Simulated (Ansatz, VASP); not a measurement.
Given: the input of a run of Ansatz 0.2.0 on TaN.

Contents of input.yaml:

```yaml
crystal:
  lattice:
    - [0.0, 2.211323, 2.211323]
    - [2.211323, 0.0, 2.211323]
    - [2.211323, 2.211323, 0.0]
  atoms:
    - { symbol: Ta, position: [0.5, 0.5, 0.5] }
    - { symbol: "N", position: [0.0, 0.0, 0.0] }
hamiltonian:
  xc: { exchange: r2scan, correlation: r2scan, exx: { coeff: 0.35 } }
  pseudopotentials: { kind: paw }
kpoints:
  mp_grid: { grid: [6, 6, 6] }
scf:
  occupations: { method: fermi_dirac, width: 0.05 }
output:
  forces: true
  stress: true
  eigenvalues: true
```

Potentials or basis: Ansatz PAW.

Launch:

```bash
$ ansatz run input.yaml --threads 2 --pin off --max-ram 5632MiB --backend cpu --events-out ev --progress --plain --runs-dir out
```

Q: Translate it to VASP 6.6.1. Potentials there: VASP PAW PBE potentials, release 64 (Ta_pv, N).

A: As run (the cutoff follows the program's own potentials):

POSCAR

```
TaN
1.0
    0.0000000000      2.2113230000      2.2113230000
    2.2113230000      0.0000000000      2.2113230000
    2.2113230000      2.2113230000      0.0000000000
Ta N
1 1
Direct
    0.5000000000      0.5000000000      0.5000000000
    0.0000000000      0.0000000000      0.0000000000
```

The input INCAR.step1:

```
  PREC = Accurate
  ENCUT = 520
  EDIFF = 1E-5
  ISMEAR = -1
  SIGMA = 0.05
  LREAL = False
  LASPH = True
  NELM = 100
  ALGO = Normal
  ISIF = 2
  LWAVE = True
  LCHARG = False
  NBANDS = 15
  GGA = PE
```

File INCAR.step2:

```
  PREC = Accurate
  ENCUT = 520
  EDIFF = 1E-6
  ISMEAR = -1
  SIGMA = 0.05
  LREAL = False
  LASPH = True
  NELM = 100
  ALGO = Normal
  ISIF = 2
  LWAVE = False
  LCHARG = False
  METAGGA = R2SCAN
  LHFCALC = True
  AEXX = 0.35
  LMIXTAU = True
  PRECFOCK = Normal
  NBANDS = 15
  ISTART = 1
```

The input KPOINTS:

```
Automatic mesh
0
Gamma
  6 6 6
```

Potentials or basis: VASP PAW PBE potentials, release 64 (Ta_pv, N).

Launch:

```console
$ cat potpaw_PBE.64/Ta_pv/POTCAR potpaw_PBE.64/N/POTCAR > POTCAR
$ cp INCAR.step1 INCAR
$ mpirun -np 1 vasp_std > vasp.out
$ cp INCAR.step2 INCAR
$ mpirun -np 1 vasp_std > vasp.out
```

Both were run:

|  | VASP | Ansatz | Ansatz less VASP |
| --- | --- | --- | --- |
| gap on the k mesh at the Fermi level (eV) | none | none | - |
| pressure (GPa) | -14.2 | -14.1 | +0.06 |

VASP's potentials were made for PBE, not for r2SCAN-based global hybrid. A gap of «none» marks a metal or a gap that the smearing closes. VASP's potentials hold 16 valence electrons a cell and Ansatz's 18, so a difference there can come from the potentials and not from the codes.

The k mesh is coarse, so the values compare programs but aren't converged. Spin-orbit coupling is off throughout.
